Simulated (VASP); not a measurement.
Input of a VASP 6.6.1 run:

POSCAR

```
KCl
1.0
    0.0000000000      3.5072828304      3.5072828304
    3.5072828304      0.0000000000      3.5072828304
    3.5072828304      3.5072828304      0.0000000000
K Cl
1 1
Direct
    0.0000000000      0.0000000000      0.0000000000
    0.2500000000      0.2500000000      0.2500000000
```

Contents of INCAR.step1:

```
PREC = Accurate ; ENCUT = 520
EDIFF = 1E-5 ; ISMEAR = 0
SIGMA = 0.01 ; LREAL = False
LASPH = True ; NELM = 60
ALGO = Normal ; ISIF = 2
LWAVE = True ; LCHARG = False
GGA = PE ; NBANDS = 15
```

Contents of INCAR.step2:

```
PREC = Accurate ; ENCUT = 520
EDIFF = 1E-7 ; ISMEAR = 0
SIGMA = 0.01 ; LREAL = False
LASPH = True ; NELM = 60
ALGO = Normal ; ISIF = 2
LWAVE = False ; LCHARG = False
GGA = PE ; LHFCALC = True
AEXX = 0.1 ; HFSCREEN = 0.5
PRECFOCK = Normal ; ISTART = 1
NBANDS = 15
```

File KPOINTS:

```
regular mesh
0
Gamma
  4 4 4
```

Potentials or basis: VASP PAW PBE potentials, release 64 (K_sv, Cl).

Command:

```bash
$ cat potpaw_PBE.64/K_sv/POTCAR potpaw_PBE.64/Cl/POTCAR > POTCAR
$ cp INCAR.step1 INCAR
$ mpirun -np 1 vasp_std > vasp.out
$ cp INCAR.step2 INCAR
$ mpirun -np 1 vasp_std > vasp.out
```

(1) Predict the pressure.

(2) What does it give for the band gap on the k mesh?

Results:

(1) 0.2 GPa.

(2) 5.03 eV (least direct gap 5.06 eV).

Caveat: the structure was generated, so it needn't be the stable form of KCl; the PAW data sets were made with another functional, which shifts forces and pressure a little.
